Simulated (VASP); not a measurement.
# Cu12H in VASP: single point with PBE+D3(BJ)

Aim: the single point of Cu12H with PBE+D3(BJ).

Everything below comes from runs of VASP 6.6.1. Logs are shortened: lines on timing, memory, paths and dates and some standing lists are left out, and cuts for length are marked.

**1. The cell of the first run**

The cell holds a slab with vacuum, 13 atoms: a = 5.038 Å, b = 5.038 Å, c = 20.662 Å, α = 90.00°, β = 90.00°, γ = 90.00°.

**2. Single point, PBE+D3(BJ)**

Input file INCAR:

```
ALGO = Normal
DIPOL = 0.5 0.5 0.298
EDIFF = 1E-6
ENCUT = 520
GGA = PE
IDIPOL = 3
ISIF = 2
ISMEAR = 0
IVDW = 12
LASPH = True
LCHARG = False
LDIPOL = True
LREAL = False
LWAVE = False
NBANDS = 78
NELM = 100
PREC = Accurate
SIGMA = 0.1
```

Input file KPOINTS:

```
k-points
0
Gamma
  5 5 1
```

Input file POSCAR:

```
Cu12H
1.0
    5.0378287988      0.0000000000      0.0000000000
    0.0000000000      5.0378287988      0.0000000000
    0.0000000000      0.0000000000     20.6622829064
Cu H
12 1
Direct
    0.2500000000      0.2500000000      0.1935894508
    0.2500000000      0.7500000000      0.1935894508
    0.7500000000      0.2500000000      0.1935894508
    0.7500000000      0.7500000000      0.1935894508
    0.0000000000      0.0000000000      0.2797919997
    0.0000000000      0.5000000000      0.2797919997
    0.5000000000      0.0000000000      0.2797919997
    0.5000000000      0.5000000000      0.2797919997
    0.2500000000      0.2500000000      0.3659945486
    0.2500000000      0.7500000000      0.3659945486
    0.7500000000      0.2500000000      0.3659945486
    0.7500000000      0.7500000000      0.3659945486
    0.2500000000      0.4166666667      0.5160263730
```

Potentials or basis: VASP PAW PBE potentials, release 64 (Cu, H).

Started as:

```bash
$ cat potpaw_PBE.64/Cu/POTCAR potpaw_PBE.64/H/POTCAR > POTCAR
$ mpirun -np 1 vasp_std > vasp.out
```

OUTCAR:

```text
EDIFF = 1E-6
   ENCUT = 520
   GGA = PE
   ISIF = 2
   ISMEAR = 0
   IVDW = 12
   LASPH = True
   LREAL = False
   NELM = 100
   PREC = Accurate
 IVDW          = 12

 ion  position               nearest neighbor table
   1  0.250  0.250  0.194-   5 2.52   6 2.52   7 2.52   8 2.52   2 2.52   3 2.52   2 2.52   3 2.52

   2  0.250  0.750  0.194-   5 2.52   6 2.52   7 2.52   8 2.52   1 2.52   4 2.52   1 2.52   4 2.52

   3  0.750  0.250  0.194-   5 2.52   6 2.52   7 2.52   8 2.52   1 2.52   4 2.52   4 2.52   1 2.52

   4  0.750  0.750  0.194-   5 2.52   6 2.52   7 2.52   8 2.52   2 2.52   3 2.52   3 2.52   2 2.52

   5  0.000  0.000  0.280-   9 2.52  10 2.52  11 2.52  12 2.52   1 2.52   2 2.52   3 2.52   4 2.52
                             6 2.52   7 2.52   6 2.52   7 2.52
   6  0.000  0.500  0.280-   9 2.52  10 2.52  11 2.52  12 2.52   1 2.52   2 2.52   3 2.52   4 2.52
                             5 2.52   8 2.52   5 2.52   8 2.52
   7  0.500  0.000  0.280-   9 2.52  10 2.52  11 2.52  12 2.52   1 2.52   2 2.52   3 2.52   4 2.52
                             5 2.52   8 2.52   8 2.52   5 2.52
   8  0.500  0.500  0.280-   9 2.52  10 2.52  11 2.52  12 2.52   1 2.52   2 2.52   3 2.52   4 2.52
                             6 2.52   7 2.52   7 2.52   6 2.52
   9  0.250  0.250  0.366-   5 2.52   6 2.52   7 2.52   8 2.52  10 2.52  11 2.52  10 2.52  11 2.52

  10  0.250  0.750  0.366-   5 2.52   6 2.52   7 2.52   8 2.52   9 2.52  12 2.52   9 2.52  12 2.52

  11  0.750  0.250  0.366-   5 2.52   6 2.52   7 2.52   8 2.52   9 2.52  12 2.52  12 2.52   9 2.52

  12  0.750  0.750  0.366-   5 2.52   6 2.52   7 2.52   8 2.52  10 2.52  11 2.52  11 2.52  10 2.52

  13  0.250  0.417  0.516-

  LATTYP: Found a simple tetragonal cell.
 ALAT       =     5.0378287988
 C/A-ratio  =     4.1014261762

  Lattice vectors:

 A1 = (   5.0378287988,   0.0000000000,   0.0000000000)
 A2 = (   0.0000000000,   5.0378287988,   0.0000000000)
 A3 = (   0.0000000000,   0.0000000000,  20.6622829064)

Analysis of symmetry for initial positions (statically):
=====================================================================
 Subroutine PRICEL returns:
 Original cell was already a primitive cell.

 Routine SETGRP: Setting up the symmetry group for a
 simple tetragonal supercell.

 Subroutine GETGRP returns: Found  2 space group operations
 (whereof  1 operations were pure point group operations)
 out of a pool of 16 trial point group operations.

The static configuration has the point symmetry C_1 .
 The point group associated with its full space group is C_1h.

Analysis of symmetry for dynamics (positions and initial velocities):
=====================================================================
 Subroutine PRICEL returns:
 Original cell was already a primitive cell.

 Routine SETGRP: Setting up the symmetry group for a
 simple tetragonal supercell.

 Subroutine GETGRP returns: Found  2 space group operations
 (whereof  1 operations were pure point group operations)
 out of a pool of 16 trial point group operations.

The dynamic configuration has the point symmetry C_1 .
 The point group associated with its full space group is C_1h.

 Subroutine INISYM returns: Found  2 space group operations
 (whereof  1 operations are pure point group operations),
 and found     1 'primitive' translations

----------------------------------------------------------------------------------------

                                     Primitive cell

  volume of cell :     524.4029

  direct lattice vectors                    reciprocal lattice vectors
     5.037828799  0.000000000  0.000000000     0.198498210  0.000000000  0.000000000
     0.000000000  5.037828799  0.000000000     0.000000000  0.198498210  0.000000000
     0.000000000  0.000000000 20.662282906     0.000000000  0.000000000  0.048397363

  length of vectors
     5.037828799  5.037828799 20.662282906     0.198498210  0.198498210  0.048397363

  position of ions in fractional coordinates (direct lattice)
     0.250000000  0.250000000  0.193589451
     0.250000000  0.750000000  0.193589451
     0.750000000  0.250000000  0.193589451
     0.750000000  0.750000000  0.193589451
     0.000000000  0.000000000  0.279792000
     0.000000000  0.500000000  0.279792000
     0.500000000  0.000000000  0.279792000
     0.500000000  0.500000000  0.279792000
     0.250000000  0.250000000  0.365994549
     0.250000000  0.750000000  0.365994549
     0.750000000  0.250000000  0.365994549
     0.750000000  0.750000000  0.365994549
     0.250000000  0.416666667  0.516026373

  ion indices of the primitive-cell ions
   primitive index   ion index
                 1           1
                 2           2
                 3           3
                 4           4
                 5           5
                 6           6
                 7           7
                 8           8
                 9           9
                10          10
                11          11
                12          12
                13          13

----------------------------------------------------------------------------------------

 KPOINTS: k-points

Automatic generation of k-mesh.
 Grid dimensions read from file:
 generate k-points for:    5    5    1

 Generating k-lattice:

  Cartesian coordinates                     Fractional coordinates (reciprocal lattice)
     0.039699642  0.000000000  0.000000000     0.200000000  0.000000000  0.000000000
     0.000000000  0.039699642  0.000000000     0.000000000  0.200000000  0.000000000
     0.000000000  0.000000000  0.048397363     0.000000000  0.000000000  1.000000000

  Length of vectors
     0.039699642  0.039699642  0.048397363

  Shift w.r.t. Gamma in fractional coordinates (k-lattice)
     0.000000000  0.000000000  0.000000000

 Subroutine IBZKPT returns following result:
 ===========================================

 Found      9 irreducible k-points:

 Following reciprocal coordinates:
            Coordinates               Weight
  0.000000  0.000000  0.000000      1.000000
  0.200000  0.000000  0.000000      2.000000
  0.000000  0.200000  0.000000      2.000000
  0.400000  0.000000  0.000000      2.000000
  0.000000  0.400000  0.000000      2.000000
  0.200000  0.200000  0.000000      4.000000
  0.400000  0.200000  0.000000      4.000000
 -0.200000  0.400000  0.000000      4.000000
  0.400000  0.400000  0.000000      4.000000
   k-points           NKPTS =      9   k-points in BZ     NKDIM =      9   number of bands    NBANDS=     78
   number of dos      NEDOS =    301   number of ions     NIONS =     13
   total plane-waves  NPLWV = 256000
   dimension x,y,z NGX =    40 NGY =   40 NGZ =  160
   dimension x,y,z NGXF=    80 NGYF=   80 NGZF=  320
   ions per type =              12   1
   NGX,Y,Z   is equivalent  to a cutoff of  13.20, 13.20, 12.87 a.u.
   NGXF,Y,Z  is equivalent  to a cutoff of  26.40, 26.40, 25.75 a.u.
 SYSTEM =  unknown system
   PREC   = accura    normal or accurate (medium, high low for compatibility)
   ISTART =      0    job   : 0-new  1-cont  2-samecut
   ICHARG =      2    charge: 1-file 2-atom 10-const
   ISPIN  =      1    spin polarized calculation?
   LNONCOLLINEAR =      F non collinear calculations
   LSORBIT =      F    spin-orbit coupling
   LASPH  =      T    aspherical Exc in radial PAW
   ENCUT  =  520.0 eV  38.22 Ry    6.18 a.u.   9.37  9.37 38.42*2*pi/ulx,y,z
   NELM   =    100;   NELMIN=  2; NELMDL= -5     # of ELM steps
   EDIFF  = 0.1E-05   stopping-criterion for ELM
   LREAL  =      F    real-space projection
   EDIFFG = 0.1E-04   stopping-criterion for IOM
   NSW    =      0    number of steps for IOM
   IBRION =     -1    ionic relax: 0-MD 1-quasi-New 2-CG
   NFREE  =      0    steps in history (QN), initial steepest desc. (CG)
   ISIF   =      2    stress and relaxation
   ISYM   =      2    0-nonsym 1-usesym 2-fastsym
   POTIM  = 0.5000    time-step for ionic-motion
   TEBEG  =    0.0;   TEEND  =   0.0 temperature during run
   PSTRESS=    0.0 pullay stress
   NELECT =     133.0000    total number of electrons
   NUPDOWN=      -1.0000    fix difference up-down
   EMIN   =  10.00;   EMAX   =-10.00  energy-range for DOS
   EFERMI =   0.00;   METHOD = LEGACY
   ISMEAR =     0;   SIGMA  =   0.10  broadening in eV -4-tet -1-fermi 0-gaus
   EFERMI_NEDOS =   21; number of points for ismear=-14 and -15
   IALGO  =     38    algorithm
   IMIX   =      4    mixing-type and parameters
     AMIX     =   0.40;   BMIX     =  1.00
     AMIX_MAG =   1.60;   BMIX_MAG =  1.00
  volume/ion in A,a.u.               =      40.34       272.22
  Fermi-wavevector in a.u.,A,eV,Ry     =   1.036264  1.958255 14.610517  1.073843
  Thomas-Fermi vector in A             =   2.170646
   LORBIT       =      0    0 simple, 1 ext, 2 COOP (PROOUT), +10 PAW based schemes
   GGA     = PE    functional components
   LHFCALC =     F    Hartree Fock is set to
   AEXX    =    0.0000 exact exchange contribution
   IVDW    =    12    specifies the selected vdW correction
   LEPSILON=     F    determine dielectric tensor
   LRPA    =     F    only Hartree local field effects (RPA)
 non-spin polarized calculation
 Gauss-broadening in eV      SIGMA  =   0.10
  energy-cutoff  :      520.00
  volume of cell :      524.40
 maximum number of plane-waves:     14177
 NGX is ok and might be reduce to    40
   NGX = 19   NGY = 19   NGZ = 77

 dipolmoment           0.000000      0.000000     -0.147097 electrons x Angstroem

 number of electron     132.9999975 magnetization

 dipolmoment           0.000000      0.000000      0.242586 electrons x Angstroem

 Free energy of the ion-electron system (eV)
  ---------------------------------------------------
  ext. energy  EPLUGINS =         0.00000000
  ---------------------------------------------------
  free energy    TOTEN  =       -40.79523845 eV

  energy without entropy =      -40.77120239  energy(sigma->0) =      -40.78322042

 E-fermi :  -1.7510     XC(G=0):  -4.5923

 val. band max:       -1.7550210214   @ k =   0.4000   0.4000   0.0000
 cond. band min:      -1.7319076014   @ k =   0.0000   0.0000   0.0000
 fundamental gap:      0.0231134200
 Fermi energy:        -1.7510371846

 k-point     1 :       0.0000    0.0000    0.0000
  band No.  band energies     occupation
      1     -10.3569      2.00000
      2      -7.7836      2.00000
      3      -6.7524      2.00000
      4      -6.7522      2.00000
      5      -6.5889      2.00000
      6      -6.5088      2.00000
[... 70 lines left out ...]
     77       2.5199      0.00000
     78       2.6904      0.00000

 k-point     2 :       0.2000    0.0000    0.0000
  band No.  band energies     occupation
      1     -10.1144      2.00000
      2      -7.5740      2.00000
      3      -7.2614      2.00000
      4      -6.5912      2.00000
      5      -6.4485      2.00000
      6      -6.4301      2.00000
[... 70 lines left out ...]
     77       2.7804      0.00000
     78       2.9318      0.00000
[... 484 lines left out ...]
     77       3.3081      0.00000
     78       3.6877      0.00000

 k-point     9 :       0.4000    0.4000    0.0000
  band No.  band energies     occupation
      1      -8.5263      2.00000
      2      -7.5873      2.00000
      3      -7.5861      2.00000
      4      -6.8908      2.00000
      5      -6.3769      2.00000
      6      -6.0659      2.00000
[... 70 lines left out ...]
     77       4.4074      0.00000
     78       4.4415      0.00000

------------------------ aborting loop because EDIFF is reached ----------------------------------------

 vacuum level on the upper side and lower side of the slab       (xc-potential included)         0.653        -1.032

 Edisp (eV)   -4.43275

 E8    (eV) :    -1.9952

  FORCE on cell =-STRESS in cart. coord.  units (eV):
  Direction    XX          YY          ZZ          XY          YZ          ZX
  --------------------------------------------------------------------------------------
  -------------------------------------------------------------------------------------
  Total      -4.95908    -5.04268    -2.28339     0.00000    -0.05807     0.00000
  in kB     -15.15118   -15.40660    -6.97631     0.00000    -0.17742     0.00000
  external pressure =      -12.51 kB  Pullay stress =        0.00 kB

 VOLUME and BASIS-vectors are now :
 -----------------------------------------------------------------------------
  energy-cutoff  :      520.00
  volume of cell :      524.40
      direct lattice vectors                 reciprocal lattice vectors
     5.037828799  0.000000000  0.000000000     0.198498210  0.000000000  0.000000000
     0.000000000  5.037828799  0.000000000     0.000000000  0.198498210  0.000000000
     0.000000000  0.000000000 20.662282906     0.000000000  0.000000000  0.048397363

 POSITION                                       TOTAL-FORCE (eV/Angst)
 -----------------------------------------------------------------------------------
      1.25946      1.25946      4.00000         0.000000      0.020298     -0.032986
      1.25946      3.77837      4.00000         0.000000     -0.019741     -0.037179
      3.77837      1.25946      4.00000         0.000000      0.021592     -0.040657
      3.77837      3.77837      4.00000         0.000000     -0.021001     -0.044335
      0.00000      0.00000      5.78114         0.032937      0.008046      0.027993
      0.00000      2.51891      5.78114        -0.001658     -0.007568     -0.025501
      2.51891      0.00000      5.78114        -0.032937      0.008046      0.027993
      2.51891      2.51891      5.78114         0.001658     -0.007568     -0.025501
      1.25946      1.25946      7.56228         0.000000      0.097188      0.515727
      1.25946      3.77837      7.56228         0.000000     -0.083547      0.283930
      3.77837      1.25946      7.56228         0.000000      0.003565      0.146851
      3.77837      3.77837      7.56228         0.000000     -0.002462      0.077025
      1.25946      2.09910     10.66228         0.000000     -0.016849     -0.873360
 -----------------------------------------------------------------------------------
    total drift:                               -0.000000     -0.000045     -0.001731

  FREE ENERGIE OF THE ION-ELECTRON SYSTEM (eV)
  ---------------------------------------------------
  free  energy   TOTEN  =       -45.2279916111 eV

  energy  without entropy=      -45.2039555503  energy(sigma->0) =      -45.21597358

 vacuum level on the upper side and lower side of the slab         4.332         2.605
```

Run time: 13 min. Hardware: 1 thread of Intel Xeon 6975P-C (Granite Rapids), shared host; peak memory 0.68 GiB.

Results:

```
Free energy                : -45.2280 eV
Largest force              : 0.874 eV/Å
Band gap on the k mesh     : zero (an odd number of electrons rules out a gap without spin polarisation)
Dispersion energy per atom : -0.341 eV
```

Forces on the atoms (eV/Å):
```
Cu   0.000  0.020 -0.033
Cu   0.000 -0.020 -0.037
Cu   0.000  0.022 -0.041
Cu   0.000 -0.021 -0.044
Cu   0.033  0.008  0.028
Cu  -0.002 -0.008 -0.026
Cu  -0.033  0.008  0.028
Cu   0.002 -0.008 -0.026
Cu   0.000  0.097  0.516
Cu   0.000 -0.084  0.284
Cu   0.000  0.004  0.147
Cu   0.000 -0.002  0.077
H    0.000 -0.017 -0.873
```

The gap in the log of VASP goes by the Fermi energy; the results here count the filled bands.